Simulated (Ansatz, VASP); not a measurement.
# Two plane-wave programs on NbAs

INCAR

```
PREC = Accurate
ENCUT = 500
EDIFF = 1E-6
ISMEAR = 0
SIGMA = 0.1
LREAL = F
LASPH = T
NELM = 120
ALGO = Normal
ISIF = 2
LWAVE = F
LCHARG = F
GGA = PE
NBANDS = 26
GGA_COMPAT = F
```

The input KPOINTS:

```
Automatic mesh
0
Gamma
  6 6 6
```

Contents of POSCAR:

```
NbAs
1.0
   -1.7258500000      1.7258500000      5.8400000000
    1.7258500000     -1.7258500000      5.8400000000
    1.7258500000      1.7258500000     -5.8400000000
Nb As
2 2
Direct
    0.7500000000      0.7500000000      0.0000000000
    0.5000000000      0.0000000000      0.5000000000
    0.1660000000      0.1660000000      0.0000000000
    0.9160000000      0.4160000000      0.5000000000
```

Input for Ansatz:

```yaml
crystal:
  lattice:
    - [-1.72585, 1.72585, 5.84]
    - [1.72585, -1.72585, 5.84]
    - [1.72585, 1.72585, -5.84]
  atoms:
    - { symbol: Nb, position: [0.75, 0.75, 0.0] }
    - { symbol: Nb, position: [0.5, 0.0, 0.5] }
    - { symbol: As, position: [0.166, 0.166, 0.0] }
    - { symbol: As, position: [0.916, 0.416, 0.5] }
basis:
  ecutwfc: 420
kpoints:
  mp_grid: { grid: [6, 6, 6] }
hamiltonian:
  xc: pbe
scf:
  occupations: { method: gaussian, width: 0.1 }
  mixing:
    algorithm: broyden
    ndim: 6
    preconditioner: kerker_dos
    q_tf: 0.74
  initial_density: { chi_scale: 0, normalization: atom }
  max_iter: 63
output:
  forces: true
  stress: true
  eigenvalues: true
```

Alike in both runs: task single point; functional PBE; k mesh 6 × 6 × 6; occupations gaussian, width 0.1 eV; no spin polarisation.

|  | VASP | Ansatz |
| --- | --- | --- |
| version | VASP 6.6.1 | Ansatz 0.2.0 |
| potentials or method | VASP PAW PBE potentials, release 64 (Nb_sv, As), cutoff 500 eV | scalar-relativistic, plane waves, PAW |
| valence electrons in the cell | 36 | 56 |

|  | VASP | Ansatz | Ansatz less VASP |
| --- | --- | --- | --- |
| gap on the k mesh at the Fermi level (eV) | 0.05 | 0.04 | -0.005 |
| least direct gap on the mesh (eV) | 0.05 | 0.04 | -0.005 |
| pressure (GPa) | 3.4 | 3.4 | 0.00 |
| traceless stress, the component that is largest in VASP (GPa) | 0.40 | 0.45 | +0.048 |
| rms of the force components (eV/Å) | 0.169 | 0.168 | -0.0003 |

Atom by atom the forces differ by 0.000 eV/Å (rms over components). VASP's potentials hold 36 valence electrons a cell and Ansatz's 56, so a difference there can come from the potentials and not from the codes.

The k mesh is coarse, so the values compare programs but aren't converged.
